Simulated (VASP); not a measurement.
Here is a VASP 6.6.1 calculation.

The input INCAR:

```
SYSTEM = HBr
PREC = Accurate ; ENCUT = 520
EDIFF = 1E-6 ; ISMEAR = -1
SIGMA = 0.03 ; LREAL = .FALSE.
LASPH = .TRUE. ; NELM = 80
ALGO = Normal ; ISIF = 2
LWAVE = .FALSE. ; LCHARG = .TRUE.
GGA = PS ; LELF = .TRUE.
LVHAR = .TRUE. ; NBANDS = 11
```

File KPOINTS:

```
regular mesh
0
G
  9 9 9
  0 0 0
```

POSCAR

```
HBr
1.0
    0.0000000000      2.5038892849      2.6916809813
    2.4661533648      0.0000000000      2.6916809813
    2.4661533648      2.5038892849      0.0000000000
H Br
1 1
Direct
    0.0000000000      0.0000000000      0.0000000000
    0.5000000000      0.5000000000      0.5000000000
```

Potentials or basis: VASP PAW PBE potentials, release 64 (H, Br).

Command:

```console
$ cat potpaw_PBE.64/H/POTCAR potpaw_PBE.64/Br/POTCAR > POTCAR
$ mpirun -np 1 vasp_std > vasp.out
```

(1) What does it give for the pressure?

(2) Predict the band gap on the k mesh.

## Answers

(1) -6.9 GPa.

(2) zero (band 4 reaches 0.75 eV, above the bottom of band 5 at -0.44 eV).

Caveat: the PAW data sets were made with another functional, which shifts forces and pressure a little.
